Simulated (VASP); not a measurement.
Set up this calculation in VASP 6.6.1, as the native input.

* Task: single point
* Functional: PBE
* Potentials or basis: VASP PAW PBE potentials, release 64 (Ca_sv, O)
* Cutoff: 520 eV
* k mesh: 10 × 10 × 10
* Occupations: fermi-dirac, width 0.02 eV
* Spin: no spin polarisation
* Dipole correction: no
* Further INCAR settings: ALGO = Normal; EDIFF = 1e-07; NBANDS = 15

The structure of CaO lies in POSCAR:

```
CaO
1.0
    0.0000000000      2.3975501265      2.3975501265
    2.3256236227      0.0000000000      2.3975501265
    2.3256236227      2.3975501265      0.0000000000
Ca O
1 1
Direct
    0.0000000000      0.0000000000      0.0000000000
    0.5000000000      0.5000000000      0.5000000000
```

This cell differs from its parent crystal: uniaxial x strain -3.0%.

One way to write it, as run:

INCAR

```
SYSTEM = CaO
PREC = Accurate
ENCUT = 520
EDIFF = 1E-7
ISMEAR = -1
SIGMA = 0.02
LREAL = .FALSE.
LASPH = .TRUE.
NELM = 60
ALGO = Normal
ISIF = 2
LWAVE = .FALSE.
LCHARG = .TRUE.
GGA = PE
LELF = .TRUE.
LVHAR = .TRUE.
NBANDS = 15
```

KPOINTS

```
Automatic mesh
0
G
  10 10 10
  0 0 0
```

Potentials or basis: VASP PAW PBE potentials, release 64 (Ca_sv, O).

Run with:

```console
$ cat potpaw_PBE.64/Ca_sv/POTCAR potpaw_PBE.64/O/POTCAR > POTCAR
$ mpirun -np 1 vasp_std > vasp.out
```

Results of the run:

* Pressure: 7.2 GPa
* Band gap on the k mesh: 3.49 eV, indirect (least direct gap 3.95 eV)

Caveat: the cell differs from its parent crystal (uniaxial x strain -3.0%).

Wall time 75 s on 1 thread of Intel Xeon 8259CL, on a shared host, peak memory 0.19 GiB.
